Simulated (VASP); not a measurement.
# Ge in VASP: further runs

The runs below take Ge through single point, with PBE.

Program: VASP 6.6.1. These are calculated values, not measurements. Logs are shortened: lines on timing, memory, paths and dates and some standing lists are left out, and cuts for length are marked.

**1. The cell of the first run**

The cell holds a sheet with vacuum, 4 atoms: a = 5.339 Å, b = 5.339 Å, c = 24.463 Å, α = 90.00°, β = 90.00°, γ = 120.00°.

The cell was built from a structure type or drawn by symmetry, and may not be a known phase.

**2. Single point, PBE**

The input, INCAR:

```
SYSTEM = Ge
PREC     = Accurate       ! precision mode
ENCUT    = 520            ! plane-wave cutoff, eV
EDIFF    = 1E-6           ! SCF threshold, eV
ISMEAR   = 0              ! smearing method
SIGMA    = 0.1            ! smearing width, eV
LREAL    = .FALSE.        ! projectors in reciprocal space
LASPH    = .TRUE.         ! aspherical terms in the spheres
NELM     = 100            ! most SCF steps
ALGO     = Normal         ! electronic algorithm
ISIF     = 2              ! what is computed and relaxed
LWAVE    = .FALSE.        ! write WAVECAR
LCHARG   = .FALSE.        ! write CHGCAR
LDIPOL   = .TRUE.       
IDIPOL   = 3            
DIPOL    = 0.5 0.5 0.310
GGA      = PE             ! functional
NBANDS   = 36             ! bands
```

The input, KPOINTS:

```
Automatic mesh
0
G
  6 6 1
  0 0 0
```

The input, POSCAR:

```
Ge
1.0
    5.3391057022     -0.0000002641      0.0000000000
   -2.6695526224      4.6238013037      0.0000000000
    0.0000000000      0.0000000000     24.4630834000
Ge
4
Direct
    0.5000000000      0.0000000000      0.2979263766
    0.0000000000      0.5000000000      0.2979263766
    0.5000000000      0.5000000000      0.2979263766
    0.0000000000      0.0000000000      0.3461112474
```

Potentials or basis: VASP PAW PBE potentials, release 64 (Ge_d).

Started as:

```bash
$ cat potpaw_PBE.64/Ge_d/POTCAR > POTCAR
$ mpirun -np 1 vasp_std > vasp.out
```

OUTCAR:

```text
SYSTEM = Ge
   PREC = Accurate
   ENCUT = 520
   EDIFF = 1E-6
   ISMEAR = 0
   LREAL = .FALSE.
   LASPH = .TRUE.
   NELM = 100
   ISIF = 2
   GGA = PE

 ion  position               nearest neighbor table
   1  0.500  0.000  0.298-   2 2.67   2 2.67   3 2.67   3 2.67   4 2.92   4 2.92
   2  0.000  0.500  0.298-   3 2.67   3 2.67   1 2.67   1 2.67   4 2.92   4 2.92
   3  0.500  0.500  0.298-   2 2.67   2 2.67   1 2.67   1 2.67   4 2.92   4 2.92
   4  0.000  0.000  0.346-   1 2.92   1 2.92   3 2.92   3 2.92   2 2.92   2 2.92

  LATTYP: Found a hexagonal cell.
 ALAT       =     5.3391057022
 C/A-ratio  =     4.5818690928

  Lattice vectors:

 A1 = (   5.3391057022,  -0.0000002641,   0.0000000000)
 A2 = (  -2.6695526224,   4.6238013037,   0.0000000000)
 A3 = (   0.0000000000,   0.0000000000,  24.4630834000)

Analysis of symmetry for initial positions (statically):
=====================================================================
 Subroutine PRICEL returns:
 Original cell was already a primitive cell.

 Routine SETGRP: Setting up the symmetry group for a
 hexagonal supercell.

 Subroutine GETGRP returns: Found 12 space group operations
 (whereof 12 operations were pure point group operations)
 out of a pool of 24 trial point group operations.

The static configuration has the point symmetry C_6v.

Analysis of symmetry for dynamics (positions and initial velocities):
=====================================================================
 Subroutine PRICEL returns:
 Original cell was already a primitive cell.

 Routine SETGRP: Setting up the symmetry group for a
 hexagonal supercell.

 Subroutine GETGRP returns: Found 12 space group operations
 (whereof 12 operations were pure point group operations)
 out of a pool of 24 trial point group operations.

The dynamic configuration has the point symmetry C_6v.

 Subroutine INISYM returns: Found 12 space group operations
 (whereof 12 operations are pure point group operations),
 and found     1 'primitive' translations

----------------------------------------------------------------------------------------

                                     Primitive cell

  volume of cell :     603.9192

  direct lattice vectors                    reciprocal lattice vectors
     5.339105702 -0.000000264  0.000000000     0.187297290  0.108136128  0.000000000
    -2.669552622  4.623801304  0.000000000     0.000000011  0.216272275  0.000000000
     0.000000000  0.000000000 24.463083400     0.000000000  0.000000000  0.040877921

  length of vectors
     5.339105702  5.339105702 24.463083400     0.216272275  0.216272275  0.040877921

  position of ions in fractional coordinates (direct lattice)
     0.500000000  0.000000000  0.297926377
     0.000000000  0.500000000  0.297926377
     0.500000000  0.500000000  0.297926377
     0.000000000  0.000000000  0.346111247

  ion indices of the primitive-cell ions
   primitive index   ion index
                 1           1
                 2           2
                 3           3
                 4           4

----------------------------------------------------------------------------------------

 KPOINTS: Automatic mesh

Automatic generation of k-mesh.
 Grid dimensions read from file:
 generate k-points for:    6    6    1

 Generating k-lattice:

  Cartesian coordinates                     Fractional coordinates (reciprocal lattice)
     0.031216215  0.018022688  0.000000000     0.166666667  0.000000000  0.000000000
     0.000000002  0.036045379  0.000000000     0.000000000  0.166666667  0.000000000
     0.000000000  0.000000000  0.040877921     0.000000000  0.000000000  1.000000000

  Length of vectors
     0.036045379  0.036045379  0.040877921

  Shift w.r.t. Gamma in fractional coordinates (k-lattice)
     0.000000000  0.000000000  0.000000000

 Subroutine IBZKPT returns following result:
 ===========================================

 Found      7 irreducible k-points:

 Following reciprocal coordinates:
            Coordinates               Weight
  0.000000  0.000000  0.000000      1.000000
  0.166667  0.000000  0.000000      6.000000
  0.333333 -0.000000  0.000000      6.000000
  0.500000  0.000000  0.000000      3.000000
  0.166667  0.166667  0.000000      6.000000
  0.333333  0.166667  0.000000     12.000000
  0.333333  0.333333  0.000000      2.000000
   k-points           NKPTS =      7   k-points in BZ     NKDIM =      7   number of bands    NBANDS=     36
   number of dos      NEDOS =    301   number of ions     NIONS =      4
   total plane-waves  NPLWV = 307200
   dimension x,y,z NGX =    40 NGY =   40 NGZ =  192
   dimension x,y,z NGXF=    80 NGYF=   80 NGZF=  384
   ions per type =               4
   NGX,Y,Z   is equivalent  to a cutoff of  12.45, 12.45, 13.05 a.u.
   NGXF,Y,Z  is equivalent  to a cutoff of  24.91, 24.91, 26.10 a.u.
 SYSTEM =  Ge
   PREC   = accura    normal or accurate (medium, high low for compatibility)
   ISTART =      0    job   : 0-new  1-cont  2-samecut
   ICHARG =      2    charge: 1-file 2-atom 10-const
   ISPIN  =      1    spin polarized calculation?
   LNONCOLLINEAR =      F non collinear calculations
   LSORBIT =      F    spin-orbit coupling
   LASPH  =      T    aspherical Exc in radial PAW
   ENCUT  =  520.0 eV  38.22 Ry    6.18 a.u.   9.93  9.93 45.49*2*pi/ulx,y,z
   NELM   =    100;   NELMIN=  2; NELMDL= -5     # of ELM steps
   EDIFF  = 0.1E-05   stopping-criterion for ELM
   LREAL  =      F    real-space projection
   EDIFFG = 0.1E-04   stopping-criterion for IOM
   NSW    =      0    number of steps for IOM
   IBRION =     -1    ionic relax: 0-MD 1-quasi-New 2-CG
   NFREE  =      0    steps in history (QN), initial steepest desc. (CG)
   ISIF   =      2    stress and relaxation
   ISYM   =      2    0-nonsym 1-usesym 2-fastsym
   POTIM  = 0.5000    time-step for ionic-motion
   TEBEG  =    0.0;   TEEND  =   0.0 temperature during run
   PSTRESS=    0.0 pullay stress
   NELECT =      56.0000    total number of electrons
   NUPDOWN=      -1.0000    fix difference up-down
   EMIN   =  10.00;   EMAX   =-10.00  energy-range for DOS
   EFERMI =   0.00;   METHOD = LEGACY
   ISMEAR =     0;   SIGMA  =   0.10  broadening in eV -4-tet -1-fermi 0-gaus
   EFERMI_NEDOS =   21; number of points for ismear=-14 and -15
   IALGO  =     38    algorithm
   IMIX   =      4    mixing-type and parameters
     AMIX     =   0.40;   BMIX     =  1.00
     AMIX_MAG =   1.60;   BMIX_MAG =  1.00
  volume/ion in A,a.u.               =     150.98      1018.86
  Fermi-wavevector in a.u.,A,eV,Ry     =   0.740988  1.400264  7.470460  0.549063
  Thomas-Fermi vector in A             =   1.835522
   LORBIT       =      0    0 simple, 1 ext, 2 COOP (PROOUT), +10 PAW based schemes
   GGA     = PE    functional components
   LHFCALC =     F    Hartree Fock is set to
   AEXX    =    0.0000 exact exchange contribution
   IVDW    =     0    specifies the selected vdW correction
   LEPSILON=     F    determine dielectric tensor
   LRPA    =     F    only Hartree local field effects (RPA)
 non-spin polarized calculation
 Gauss-broadening in eV      SIGMA  =   0.10
  energy-cutoff  :      520.00
  volume of cell :      603.92
 maximum number of plane-waves:     16300
 NGX is ok and might be reduce to    40
   NGX = 19   NGY = 19   NGZ = 91

 number of electron      56.0000042 magnetization

 dipolmoment           0.000000      0.000000     -0.026802 electrons x Angstroem

 Free energy of the ion-electron system (eV)
  ---------------------------------------------------
  ext. energy  EPLUGINS =         0.00000000
  ---------------------------------------------------
  free energy    TOTEN  =       -15.29206716 eV

  energy without entropy =      -15.28525833  energy(sigma->0) =      -15.28866274

 E-fermi :  -2.8557     XC(G=0):  -2.0672

 val. band max:       -3.1382685214   @ k =   0.3333   0.1667   0.0000
 cond. band min:      -2.7720853861   @ k =   0.1667   0.0000   0.0000
 fundamental gap:      0.3661831353
 Fermi energy:        -2.8556986182

 k-point     1 :       0.0000    0.0000    0.0000
  band No.  band energies     occupation
      1     -27.7774      2.00000
      2     -27.7725      2.00000
      3     -27.7725      2.00000
      4     -27.7543      2.00000
      5     -27.7543      2.00000
      6     -27.6903      2.00000
[... 28 lines left out ...]
     35       1.0781      0.00000
     36       1.5140      0.00000

 k-point     2 :       0.1667    0.0000    0.0000
  band No.  band energies     occupation
      1     -27.7778      2.00000
      2     -27.7744      2.00000
      3     -27.7731      2.00000
      4     -27.7540      2.00000
      5     -27.7538      2.00000
      6     -27.6778      2.00000
[... 28 lines left out ...]
     35       1.3468      0.00000
     36       1.7682      0.00000

 k-point     3 :       0.3333   -0.0000    0.0000
  band No.  band energies     occupation
      1     -27.7788      2.00000
      2     -27.7778      2.00000
      3     -27.7742      2.00000
      4     -27.7535      2.00000
      5     -27.7528      2.00000
      6     -27.6600      2.00000
[... 28 lines left out ...]
     35       1.8366      0.00000
     36       2.1260      0.00000

 k-point     4 :       0.5000    0.0000    0.0000
  band No.  band energies     occupation
      1     -27.7795      2.00000
      2     -27.7792      2.00000
      3     -27.7747      2.00000
      4     -27.7534      2.00000
      5     -27.7524      2.00000
      6     -27.6564      2.00000
[... 28 lines left out ...]
     35       1.9168      0.00000
     36       2.0416      0.00000

 k-point     5 :       0.1667    0.1667    0.0000
  band No.  band energies     occupation
      1     -27.7785      2.00000
      2     -27.7767      2.00000
      3     -27.7743      2.00000
      4     -27.7537      2.00000
      5     -27.7530      2.00000
      6     -27.6565      2.00000
[... 28 lines left out ...]
     35       1.6465      0.00000
     36       1.9959      0.00000

 k-point     6 :       0.3333    0.1667    0.0000
  band No.  band energies     occupation
      1     -27.7793      2.00000
      2     -27.7786      2.00000
      3     -27.7755      2.00000
      4     -27.7534      2.00000
      5     -27.7526      2.00000
      6     -27.6416      2.00000
[... 28 lines left out ...]
     35       1.9672      0.00000
     36       2.3903      0.00000

 k-point     7 :       0.3333    0.3333    0.0000
  band No.  band energies     occupation
      1     -27.7794      2.00000
      2     -27.7776      2.00000
      3     -27.7776      2.00000
      4     -27.7530      2.00000
      5     -27.7530      2.00000
      6     -27.6078      2.00000
[... 28 lines left out ...]
     35       1.5116      0.00000
     36       2.2044      0.00000

------------------------ aborting loop because EDIFF is reached ----------------------------------------

 vacuum level on the upper side and lower side of the slab       (xc-potential included)        -0.102         0.090

  FORCE on cell =-STRESS in cart. coord.  units (eV):
  Direction    XX          YY          ZZ          XY          YZ          ZX
  --------------------------------------------------------------------------------------
  -------------------------------------------------------------------------------------
  Total       -0.0443719     -0.0443719     -0.0480965      0.0000000      0.0000000      0.0000000
  in kB       -0.1177171     -0.1177171     -0.1275984      0.0000000      0.0000000      0.0000000
  external PRESSURE =      -0.1210109 kB  Pullay stress =       0.0000000 kB

 VOLUME and BASIS-vectors are now :
 -----------------------------------------------------------------------------
  energy-cutoff  :      520.00
  volume of cell :      603.92
      direct lattice vectors                 reciprocal lattice vectors
     5.339105702 -0.000000264  0.000000000     0.187297290  0.108136128  0.000000000
    -2.669552622  4.623801304  0.000000000     0.000000011  0.216272275  0.000000000
     0.000000000  0.000000000 24.463083400     0.000000000  0.000000000  0.040877921

 POSITION                                       TOTAL-FORCE (eV/Angst)
 -----------------------------------------------------------------------------------
      2.66955     -0.00000      7.28820         0.000000     -0.000000      0.005266
     -1.33478      2.31190      7.28820        -0.000000     -0.000000      0.005266
      1.33478      2.31190      7.28820         0.000000     -0.000000      0.005266
      0.00000      0.00000      8.46695        -0.000000      0.000000     -0.015797
 -----------------------------------------------------------------------------------
    total drift:                               -0.000001     -0.000001      0.002498

  FREE ENERGIE OF THE ION-ELECTRON SYSTEM (eV)
  ---------------------------------------------------
  free  energy   TOTEN  =       -15.2920671562 eV

  energy  without entropy=      -15.2852583300  energy(sigma->0) =      -15.28866274

 vacuum level on the upper side and lower side of the slab         1.291         1.488
```

Wall time 3.1 min (1 thread of Intel Xeon 6975P-C (Granite Rapids), shared host); peak memory 0.61 GiB.

Results:

```yaml
Free_energy: -15.2921 eV
Largest_force: 0.016 eV/Å
Band_gap_on_the_k_mesh: zero (bands 28 and 29 overlap by 0.92 eV)
```

Forces in eV/Å, atoms in the order of the input:
```
Ge   0.000  0.000  0.005
Ge   0.000  0.000  0.005
Ge   0.000  0.000  0.005
Ge   0.000  0.000 -0.016
```

Levels at points of the mesh, in eV from the Fermi level:
| k point | band 25 | band 26 | band 27 | band 28 | band 29 | band 30 | band 31 | band 32 |
| --- | --- | --- | --- | --- | --- | --- | --- | --- |
| (0.00, 0.00, 0.00) | -4.75 | -3.71 | -3.71 | -1.99 | 0.13 | 2.17 | 2.17 | 2.87 |
| (0.50, 0.00, 0.00) | -2.65 | -2.16 | -0.37 | 0.10 | 0.94 | 1.28 | 1.50 | 1.80 |

**3. Single point, PBE**

This run uses another cell than the first one.

The input, INCAR:

```
PREC = Accurate
ENCUT = 520
EDIFF = 1E-6
ISMEAR = 0
SIGMA = 0.1
LREAL = F
LASPH = T
NELM = 60
ALGO = Normal
ISIF = 2
LWAVE = F
LCHARG = T
LDIPOL = T
IDIPOL = 3
DIPOL = 0.5 0.5 0.310
GGA = PE
LELF = T
LVHAR = T
LVACPOTAV = T
NBANDS = 36
```

The input, KPOINTS:

```
Automatic mesh
0
Gamma
  6 6 1
```

The input, POSCAR:

```
Ge
1.0
    5.4019898724     -0.0000002672      0.0000000000
   -2.7009947048      4.6782605940      0.0000000000
    0.0000000000      0.0000000000     24.4630834000
Ge
4
Direct
    0.5000000000      0.0000000000      0.3025648749
    0.0000000000      0.5000000000      0.3025648749
    0.5000000000      0.5000000000      0.3025648749
    0.0000000000      0.0000000000      0.3321957524
```

Potentials or basis: VASP PAW PBE potentials, release 64 (Ge_d).

Started as:

```bash
$ cat potpaw_PBE.64/Ge_d/POTCAR > POTCAR
$ mpirun -np 1 vasp_std > vasp.out
```

It took 2.7 min on 1 thread of Intel Xeon 6975P-C (Granite Rapids), shared host; peak memory 0.66 GiB.

Results (log left out):

| Quantity | Value |
| --- | --- |
| Free energy | -15.1704 eV |
| Largest force | 0.312 eV/Å |
| Band gap on the k mesh | zero (bands 28 and 29 overlap by 0.79 eV) |

Forces in eV/Å, atoms in the order of the input:
```
Ge   0.000  0.000 -0.104
Ge   0.000  0.000 -0.104
Ge   0.000  0.000 -0.104
Ge   0.000  0.000  0.312
```

Levels at points of the mesh, in eV from the Fermi level:
```
           k point  band 26  band 27  band 28  band 29  band 30  band 31
(0.00, 0.00, 0.00)    -4.22    -4.22    -2.46     1.01     2.21     2.21
(0.50, 0.00, 0.00)    -1.78    -0.51    -0.09     0.98     1.19     1.27
```

[end of part 1 of 2]
